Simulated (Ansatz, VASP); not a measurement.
# Cs2B in VASP and in Ansatz

```
CELL_PARAMETERS angstrom
0.00000 5.18693 5.18693
5.18693 0.00000 5.18693
5.18693 5.18693 0.00000
ATOMIC_POSITIONS crystal
Cs 0.12500 0.12500 0.12500
Cs 0.62500 0.12500 0.12500
Cs 0.12500 0.12500 0.62500
Cs 0.12500 0.62500 0.12500
B 0.50000 0.50000 0.50000
B 0.75000 0.75000 0.75000
```

Alike in both runs: task relaxation of cell and atoms; functional PBE; k mesh 6 × 6 × 6; occupations gaussian, width 0.1 eV; no spin polarisation.

|  | VASP | Ansatz |
| --- | --- | --- |
| version | VASP 6.6.1 | Ansatz 0.2.0 |
| potentials or method | VASP PAW PBE potentials, release 64 (Cs_sv, B), cutoff 600 eV | scalar-relativistic, plane waves, PAW |
| valence electrons in the cell | 42 | 42 |

|  | VASP | Ansatz | Ansatz less VASP |
| --- | --- | --- | --- |
| gap on the k mesh at the Fermi level, each at its own relaxed structure (eV) | none | none | - |
| relaxed volume (Å³/atom) | 49.82 | 48.53 | -1.291 |
| relaxed length of the cell vector where the two differ most in proportion (Å) | 7.505 | 7.440 | -0.0654 |

A gap of «none» marks a metal or a gap that the smearing closes.

Neither program's run includes spin-orbit coupling.
